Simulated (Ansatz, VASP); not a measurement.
**One calculation of HfSi3O8, two programs**

```
Hf Si O
1.0
     5.32460   -0.00588   -0.00330
    -0.00577    5.31166   -0.00111
    -0.00472   -0.00162    7.92598
Hf Si O
1 3 8
Direct
  0.49810 0.49964 0.49984
  0.00274 0.99961 0.99979
  0.50274 0.00006 0.77825
  0.99737 0.50029 0.22208
  0.42251 0.76964 0.65498
  0.93074 0.25190 0.10778
  0.75213 0.92785 0.88960
  0.22346 0.42145 0.34885
  0.58039 0.23239 0.65597
  0.07258 0.74893 0.11041
  0.25554 0.07002 0.89201
  0.76171 0.57822 0.34045
```

Change from the starting cell: cell x1, atoms moved at random (sigma 0.05 Å) and cell strained at random (1.5 %), then relaxed without symmetry.

Alike in both runs: functional PBE; k mesh 4 × 4 × 2; occupations gaussian, width 0.1 eV; no spin polarisation.

Ansatz relaxed the structure, and its values are those at the end. VASP's run is a single point on that final structure, the one shown.

|  | VASP | Ansatz |
| --- | --- | --- |
| version | VASP 6.6.1 | Ansatz 0.2.0 |
| potentials or method | VASP PAW PBE potentials, release 64 (Hf_pv, Si, O), cutoff 520 eV | scalar-relativistic, plane waves, PAW |
| valence electrons in the cell | 70 | 86 |

VASP gave:

| Property | Result |
| --- | --- |
| gap on the k mesh at the Fermi level (eV) | 4.91 |
| least direct gap on the mesh (eV) | 4.91 |
| pressure (GPa) | -0.2 |
| rms of the force components (eV/Å) | 0.064 |

Question: What did Ansatz give for the same quantities?

Answer: gap on the k mesh at the Fermi level (eV): 4.92; least direct gap on the mesh (eV): 4.92; pressure (GPa): 0.1; rms of the force components (eV/Å): 0.004.

VASP's potentials hold 70 valence electrons a cell and Ansatz's 86, so a difference there can come from the potentials and not from the codes.

Spin-orbit coupling is off throughout.
